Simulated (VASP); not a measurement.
# Tl (Fm-3m) in VASP: further runs

The runs below take Tl through single point, relaxation of cell and atoms, with PBEsol.

Program: VASP 6.6.1. These are calculated values, not measurements. Logs are shortened: lines on timing, memory, paths and dates and some standing lists are left out, and cuts for length are marked.

## 1. The cell of the first run

It takes space group Fm-3m (No. 225, cubic). The conventional cell has a = 5.032 Å, b = 5.032 Å, c = 5.032 Å, α = 90.00°, β = 90.00°, γ = 90.00°. Tl (site symmetry m-3m) has 12 Tl at 3.56 Å within 4.7 Å.

This isn't the form of Tl at room conditions, which is hcp.

## 2. Single point, PBEsol (31.85 Å³/atom)

File INCAR:

```
PREC = Accurate ; ENCUT = 520
EDIFF = 1E-6 ; ISMEAR = -1
SIGMA = 0.1 ; LREAL = F
LASPH = T ; NELM = 100
ALGO = Normal ; ISIF = 2
LWAVE = F ; LCHARG = F
GGA = PS ; NBANDS = 12
```

File KPOINTS:

```
regular mesh
0
Gamma
  13 13 13
```

File POSCAR:

```
Tl
1.0
    0.0000000000      2.5157679762      2.5157679762
    2.5157679762      0.0000000000      2.5157679762
    2.5157679762      2.5157679762      0.0000000000
Tl
1
Direct
    0.0000000000      0.0000000000      0.0000000000
```

Potentials or basis: VASP PAW PBE potentials, release 64 (Tl_d).

Command:

```bash
cat potpaw_PBE.64/Tl_d/POTCAR > POTCAR
mpirun -np 1 vasp_std > vasp.out
```

OUTCAR:

```text
PREC = Accurate
   ENCUT = 520
   EDIFF = 1E-6
   ISMEAR = -1
   LREAL = F
   LASPH = T
   NELM = 100
   ISIF = 2
   GGA = PS

 ion  position               nearest neighbor table
   1  0.000  0.000  0.000-

  LATTYP: Found a face centered cubic cell.
 ALAT       =     5.0315359524

  Lattice vectors:

 A1 = (   0.0000000000,   2.5157679762,   2.5157679762)
 A2 = (   2.5157679762,   0.0000000000,   2.5157679762)
 A3 = (   2.5157679762,   2.5157679762,   0.0000000000)

Analysis of symmetry for initial positions (statically):
=====================================================================
 Subroutine PRICEL returns:
 Original cell was already a primitive cell.

 Routine SETGRP: Setting up the symmetry group for a
 face centered cubic supercell.

 Subroutine GETGRP returns: Found 48 space group operations
 (whereof 48 operations were pure point group operations)
 out of a pool of 48 trial point group operations.

The static configuration has the point symmetry O_h .

Analysis of symmetry for dynamics (positions and initial velocities):
=====================================================================
 Subroutine PRICEL returns:
 Original cell was already a primitive cell.

 Routine SETGRP: Setting up the symmetry group for a
 face centered cubic supercell.

 Subroutine GETGRP returns: Found 48 space group operations
 (whereof 48 operations were pure point group operations)
 out of a pool of 48 trial point group operations.

The dynamic configuration has the point symmetry O_h .

 Subroutine INISYM returns: Found 48 space group operations
 (whereof 48 operations are pure point group operations),
 and found     1 'primitive' translations

----------------------------------------------------------------------------------------

                                     Primitive cell

  volume of cell :      31.8450

  direct lattice vectors                    reciprocal lattice vectors
     0.000000000  2.515767976  2.515767976    -0.198746468  0.198746468  0.198746468
     2.515767976  0.000000000  2.515767976     0.198746468 -0.198746468  0.198746468
     2.515767976  2.515767976  0.000000000     0.198746468  0.198746468 -0.198746468

  length of vectors
     3.557833192  3.557833192  3.557833192     0.344238981  0.344238981  0.344238981

  position of ions in fractional coordinates (direct lattice)
     0.000000000  0.000000000  0.000000000

  ion indices of the primitive-cell ions
   primitive index   ion index
                 1           1

----------------------------------------------------------------------------------------

 KPOINTS: regular mesh

Automatic generation of k-mesh.
 Grid dimensions read from file:
 generate k-points for:   13   13   13

 Generating k-lattice:

  Cartesian coordinates                     Fractional coordinates (reciprocal lattice)
    -0.015288190  0.015288190  0.015288190     0.076923077  0.000000000  0.000000000
     0.015288190 -0.015288190  0.015288190     0.000000000  0.076923077  0.000000000
     0.015288190  0.015288190 -0.015288190     0.000000000  0.000000000  0.076923077

  Length of vectors
     0.026479922  0.026479922  0.026479922

  Shift w.r.t. Gamma in fractional coordinates (k-lattice)
     0.000000000  0.000000000  0.000000000

 Subroutine IBZKPT returns following result:
 ===========================================

 Found     84 irreducible k-points:

 Following reciprocal coordinates:
            Coordinates               Weight
  0.000000  0.000000  0.000000      1.000000
  0.076923  0.000000  0.000000      8.000000
  0.153846  0.000000  0.000000      8.000000
  0.230769  0.000000  0.000000      8.000000
  0.307692  0.000000  0.000000      8.000000
  0.384615  0.000000  0.000000      8.000000
[... 16 lines left out ...]
  0.384615  0.153846  0.000000     24.000000
  0.461538  0.153846  0.000000     24.000000
 [... further k-points ...]
   k-points           NKPTS =     84   k-points in BZ     NKDIM =     84   number of bands    NBANDS=     12
   number of dos      NEDOS =    301   number of ions     NIONS =      1
   total plane-waves  NPLWV =  21952
   dimension x,y,z NGX =    28 NGY =   28 NGZ =   28
   dimension x,y,z NGXF=    56 NGYF=   56 NGZF=   56
   ions per type =               1
   NGX,Y,Z   is equivalent  to a cutoff of  13.08, 13.08, 13.08 a.u.
   NGXF,Y,Z  is equivalent  to a cutoff of  26.17, 26.17, 26.17 a.u.
 SYSTEM =  unknown system
   PREC   = accura    normal or accurate (medium, high low for compatibility)
   ISTART =      0    job   : 0-new  1-cont  2-samecut
   ICHARG =      2    charge: 1-file 2-atom 10-const
   ISPIN  =      1    spin polarized calculation?
   LNONCOLLINEAR =      F non collinear calculations
   LSORBIT =      F    spin-orbit coupling
   LASPH  =      T    aspherical Exc in radial PAW
   ENCUT  =  520.0 eV  38.22 Ry    6.18 a.u.   6.62  6.62  6.62*2*pi/ulx,y,z
   NELM   =    100;   NELMIN=  2; NELMDL= -5     # of ELM steps
   EDIFF  = 0.1E-05   stopping-criterion for ELM
   LREAL  =      F    real-space projection
   EDIFFG = 0.1E-04   stopping-criterion for IOM
   NSW    =      0    number of steps for IOM
   IBRION =     -1    ionic relax: 0-MD 1-quasi-New 2-CG
   NFREE  =      0    steps in history (QN), initial steepest desc. (CG)
   ISIF   =      2    stress and relaxation
   ISYM   =      2    0-nonsym 1-usesym 2-fastsym
   POTIM  = 0.5000    time-step for ionic-motion
   TEBEG  =    0.0;   TEEND  =   0.0 temperature during run
   PSTRESS=    0.0 pullay stress
   NELECT =      13.0000    total number of electrons
   NUPDOWN=      -1.0000    fix difference up-down
   EMIN   =  10.00;   EMAX   =-10.00  energy-range for DOS
   EFERMI =   0.00;   METHOD = LEGACY
   ISMEAR =    -1;   SIGMA  =   0.10  broadening in eV -4-tet -1-fermi 0-gaus
   EFERMI_NEDOS =   21; number of points for ismear=-14 and -15
   IALGO  =     38    algorithm
   IMIX   =      4    mixing-type and parameters
     AMIX     =   0.40;   BMIX     =  1.00
     AMIX_MAG =   1.60;   BMIX_MAG =  1.00
  volume/ion in A,a.u.               =      31.85       214.90
  Fermi-wavevector in a.u.,A,eV,Ry     =   1.214438  2.294955 20.066685  1.474860
  Thomas-Fermi vector in A             =   2.349858
   LORBIT       =      0    0 simple, 1 ext, 2 COOP (PROOUT), +10 PAW based schemes
   GGA     = PS    functional components
   LHFCALC =     F    Hartree Fock is set to
   AEXX    =    0.0000 exact exchange contribution
   IVDW    =     0    specifies the selected vdW correction
   LEPSILON=     F    determine dielectric tensor
   LRPA    =     F    only Hartree local field effects (RPA)
 non-spin polarized calculation
  energy-cutoff  :      520.00
  volume of cell :       31.85
 maximum number of plane-waves:       881
   NGX = 13   NGY = 13   NGZ = 13

 number of electron      13.0000003 magnetization

 Free energy of the ion-electron system (eV)
  ---------------------------------------------------
  ext. energy  EPLUGINS =         0.00000000
  ---------------------------------------------------
  free energy    TOTEN  =        -2.58807098 eV

  energy without entropy =       -2.56835241  energy(sigma->0) =       -2.57821170

 E-fermi :   5.2743     XC(G=0):  -9.8391

 val. band max:        5.2082365518   @ k =   0.4615   0.2308   0.0000
 cond. band min:       5.3531793078   @ k =  -0.3077   0.2308   0.0000
 fundamental gap:      0.1449427560
 Fermi energy:         5.2742779253

 k-point     1 :       0.0000    0.0000    0.0000
  band No.  band energies     occupation
      1      -6.1013      2.00000
      2      -6.1013      2.00000
      3      -6.1013      2.00000
      4      -5.8903      2.00000
      5      -5.8903      2.00000
      6      -4.0546      2.00000
      7      14.6884      0.00000
      8      14.6884      0.00000
      9      14.6884      0.00000
     10      16.0715      0.00000
     11      18.2908      0.00000
     12      19.3929      0.00000

 k-point     2 :       0.0769    0.0000    0.0000
  band No.  band energies     occupation
      1      -6.1042      2.00000
      2      -6.0891      2.00000
      3      -6.0891      2.00000
      4      -5.8919      2.00000
      5      -5.8919      2.00000
      6      -3.9398      2.00000
      7      13.3225      0.00000
      8      14.5523      0.00000
      9      14.5523      0.00000
     10      15.9362      0.00000
     11      18.7893      0.00000
     12      19.6379      0.00000

 k-point     3 :       0.1538    0.0000    0.0000
  band No.  band energies     occupation
      1      -6.1168      2.00000
      2      -6.0626      2.00000
      3      -6.0626      2.00000
      4      -5.8881      2.00000
      5      -5.8881      2.00000
      6      -3.5900      2.00000
      7      10.9705      0.00000
      8      14.2087      0.00000
      9      14.2087      0.00000
     10      15.7862      0.00000
     11      19.0622      0.00000
     12      19.9831      0.00000

 k-point     4 :       0.2308    0.0000    0.0000
  band No.  band energies     occupation
      1      -6.1430      2.00000
      2      -6.0498      2.00000
      3      -6.0498      2.00000
      4      -5.8570      2.00000
      5      -5.8570      2.00000
      6      -2.9991      2.00000
      7       8.6054      0.00000
      8      13.7775      0.00000
      9      13.7775      0.00000
     10      15.6591      0.00000
     11      18.2412      0.00000
     12      19.2189      0.00000

 k-point     5 :       0.3077    0.0000    0.0000
  band No.  band energies     occupation
      1      -6.1779      2.00000
      2      -6.0603      2.00000
      3      -6.0603      2.00000
      4      -5.7981      2.00000
      5      -5.7981      2.00000
      6      -2.1771      2.00000
      7       6.4072      0.00002
      8      13.3589      0.00000
      9      13.3589      0.00000
     10      15.5684      0.00000
     11      17.4782      0.00000
     12      18.6184      0.00000
[... 228 lines left out ...]
      1      -6.1793      2.00000
      2      -6.0037      2.00000
      3      -5.9760      2.00000
      4      -5.9606      2.00000
      5      -5.8260      2.00000
      6      -3.0077      2.00000
      7      10.2455      0.00000
      8      12.1257      0.00000
      9      12.5032      0.00000
     10      15.2142      0.00000
     11      15.8815      0.00000
     12      21.2000      0.00000

 k-point    22 :       0.3077    0.1538    0.0000
  band No.  band energies     occupation
      1      -6.1882      2.00000
      2      -6.0347      2.00000
      3      -5.9690      2.00000
      4      -5.9218      2.00000
      5      -5.7759      2.00000
      6      -2.3422      2.00000
      7       8.0657      0.00000
      8      11.7067      0.00000
      9      11.9262      0.00000
     10      14.7698      0.00000
     11      16.8208      0.00000
     12      20.8157      0.00000

 k-point    23 :       0.3846    0.1538    0.0000
  band No.  band energies     occupation
      1      -6.1941      2.00000
      2      -6.0596      2.00000
      3      -5.9826      2.00000
      4      -5.8780      2.00000
      5      -5.7233      2.00000
      6      -1.4671      2.00000
      7       6.0398      0.00095
      8      11.1980      0.00000
      9      11.5028      0.00000
     10      14.4177      0.00000
     11      18.3272      0.00000
     12      20.0484      0.00000

 k-point    24 :       0.4615    0.1538    0.0000
  band No.  band energies     occupation
      1      -6.1957      2.00000
      2      -6.0781      2.00000
      3      -6.0006      2.00000
      4      -5.8306      2.00000
      5      -5.6946      2.00000
      6      -0.4742      2.00000
      7       4.3203      1.99986
      8      10.5183      0.00000
      9      11.5389      0.00000
     10      14.3117      0.00000
     11      19.1249      0.00000
     12      19.8777      0.00000

 [... further k-points ...]

------------------------ aborting loop because EDIFF is reached ----------------------------------------

  FORCE on cell =-STRESS in cart. coord.  units (eV):
  Direction    XX          YY          ZZ          XY          YZ          ZX
  --------------------------------------------------------------------------------------
  -------------------------------------------------------------------------------------
  Total       -0.6263823     -0.6263823     -0.6263823     -0.0000000     -0.0000000     -0.0000000
  in kB      -31.5143478    -31.5143478    -31.5143478     -0.0000000     -0.0000000     -0.0000000
  external PRESSURE =     -31.5143478 kB  Pullay stress =       0.0000000 kB

 VOLUME and BASIS-vectors are now :
 -----------------------------------------------------------------------------
  energy-cutoff  :      520.00
  volume of cell :       31.85
      direct lattice vectors                 reciprocal lattice vectors
     0.000000000  2.515767976  2.515767976    -0.198746468  0.198746468  0.198746468
     2.515767976  0.000000000  2.515767976     0.198746468 -0.198746468  0.198746468
     2.515767976  2.515767976  0.000000000     0.198746468  0.198746468 -0.198746468

 POSITION                                       TOTAL-FORCE (eV/Angst)
 -----------------------------------------------------------------------------------
      0.00000      0.00000      0.00000         0.000000      0.000000      0.000000
 -----------------------------------------------------------------------------------
    total drift:                               -0.000000     -0.000000     -0.000000

  FREE ENERGIE OF THE ION-ELECTRON SYSTEM (eV)
  ---------------------------------------------------
  free  energy   TOTEN  =        -2.5880709834 eV

  energy  without entropy=       -2.5683524103  energy(sigma->0) =       -2.57821170
```

Run time: 47 s. Hardware: 1 thread of Intel Xeon 8259CL, shared host; peak memory 0.17 GiB.

Results:

* Free energy: -2.5881 eV
* Pressure: -3.2 GPa
* Band gap on the k mesh: zero (an odd number of electrons rules out a gap without spin polarisation)

Caveat: the cell stands under tension; the PAW data sets were made with another functional, which shifts forces and pressure a little; spin-orbit coupling is left out, which moves the levels of the heavy elements.

(Continued in part 2 of 2.)
